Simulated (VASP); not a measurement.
A run of VASP 6.6.1:

Contents of INCAR:

```
SYSTEM = CaS
ALGO = Normal
EDIFF = 1E-6
ENCUT = 500
GGA = PE
GGA_COMPAT = .FALSE.
ISIF = 2
ISMEAR = 0
LASPH = .TRUE.
LCHARG = .TRUE.
LELF = .TRUE.
LREAL = .FALSE.
LVHAR = .TRUE.
LWAVE = .FALSE.
NBANDS = 15
NELM = 120
PREC = Accurate
SIGMA = 0.1
```

File KPOINTS:

```
k-points
0
G
  8 8 8
  0 0 0
```

The input POSCAR:

```
CaS
1.0
    0.0000000000      2.8523742917      2.8523742917
    2.8523742917      0.0000000000      2.8523742917
    2.8523742917      2.8523742917      0.0000000000
Ca S
1 1
Direct
    0.0000000000      0.0000000000      0.0000000000
    0.5000000000      0.5000000000      0.5000000000
```

Potentials or basis: VASP PAW PBE potentials, release 64 (Ca_sv, S).

Run with:

```console
$ cat potpaw_PBE.64/Ca_sv/POTCAR potpaw_PBE.64/S/POTCAR > POTCAR
$ mpirun -np 1 vasp_std > vasp.out
```

Hardware: 1 thread of Intel(R) Xeon(R) 6975P-C (Granite Rapids), with other jobs on the host.

Q: How long does it take, and how much memory?

A: Wall time 8.6 s on 1 thread of Intel(R) Xeon(R) 6975P-C (Granite Rapids) (shared host), peak memory 0.17 GiB. Counts: scf iterations 12, k points 29.
